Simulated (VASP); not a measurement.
A run of VASP 6.6.1 is set up as follows.

INCAR

```
SYSTEM = Si15Ni
PREC = Accurate
ENCUT = 520
EDIFF = 1E-6
ISMEAR = 0
SIGMA = 0.05
LREAL = Auto
LASPH = .True.
NELM = 150
ALGO = Normal
ISIF = 2
LWAVE = .False.
LCHARG = .False.
ISPIN = 2
MAGMOM = 2 0 0 0 0 0 0 0 0 0 0 0 0 0 0 0
LORBIT = 11
NUPDOWN = 2.0
LMAXMIX = 4
LDAU = .True.
LDAUTYPE = 2
LDAUL = 2 -1
LDAUU = 5 0
LDAUJ = 0 0
LDAUPRINT = 1
GGA = PS
NBANDS = 53
```

KPOINTS

```
regular mesh
0
Gamma
  3 3 3
  0 0 0
```

The input POSCAR:

```
Si15Ni
1.0
    0.0000000000      5.4370000000      5.4370000000
    5.4370000000      0.0000000000      5.4370000000
    5.4370000000      5.4370000000      0.0000000000
Ni Si
1 15
Direct
    1.0000000000      0.0000000000      1.0000000000
    0.0008460273      0.0008460273      0.4991539727
    0.0008460273      0.4991539727      0.0008460273
    0.0008460273      0.4991539727      0.4991539727
    0.4991539727      0.0008460273      0.0008460273
    0.4991539727      0.0008460273      0.4991539727
    0.4991539727      0.4991539727      0.0008460273
    0.5000000000      0.5000000000      0.5000000000
    0.1202211774      0.1202211774      0.1202211774
    0.1202211774      0.1202211774      0.6393364679
    0.1202211774      0.6393364679      0.1202211774
    0.1235527506      0.6254824165      0.6254824165
    0.6393364679      0.1202211774      0.1202211774
    0.6254824165      0.1235527506      0.6254824165
    0.6254824165      0.6254824165      0.1235527506
    0.6254824165      0.6254824165      0.6254824165
```

Potentials or basis: VASP PAW PBE potentials, release 64 (Ni, Si).

Launch:

```console
$ cat potpaw_PBE.64/Ni/POTCAR potpaw_PBE.64/Si/POTCAR > POTCAR
$ mpirun -np 1 vasp_std > vasp.out
```

(1) What does it give for the pressure?

(2) Predict the largest force.

Results:

(1) -2.2 GPa.

(2) 0.038 eV/Å.

Caveat: the PAW data sets were made with another functional, which shifts forces and pressure a little; the total moment is fixed, so each spin has its own Fermi level and the state may be an excited one; the U is typed as a test and isn't derived for this compound.
